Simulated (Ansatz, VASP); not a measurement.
## MnO: VASP beside Ansatz

```
Mn O
1.0
     0.00000    2.22391    2.22391
     2.22391    0.00000    2.22391
     2.22391    2.22391    0.00000
Mn O
1 1
Direct
  0.00000 0.00000 0.00000
  0.50000 0.50000 0.50000
```

Alike in both runs: task single point; functional PBEsol; dispersion D4; k mesh 10 × 10 × 10; occupations fermi-dirac, width 0.05 eV; collinear spin.

|  | VASP | Ansatz |
| --- | --- | --- |
| version | VASP 6.6.1 | Ansatz 0.2.0 |
| potentials or method | VASP PAW PBE potentials, release 64 (Mn_pv, O) | Ansatz PAW |
| plane-wave cutoff (eV) | 520 | 420 |
| valence electrons in the cell | 19 | 21 |

```tsv
	VASP	Ansatz	Ansatz less VASP
gap on the k mesh at the Fermi level (eV)	none	none	-
pressure (GPa)	-8.9	-9.2	-0.25
net moment per atom (μB)	2.38	2.38	0.000
size of the moment on the site where the two differ most (μB)	4.32	4.03	-0.286
```

VASP's potentials were made for PBE, not for PBEsol. Site moments also hang on the region over which each program counts them. A gap of «none» marks a metal or a gap that the smearing closes. VASP's potentials hold 19 valence electrons a cell and Ansatz's 21, so a difference there can come from the potentials and not from the codes.
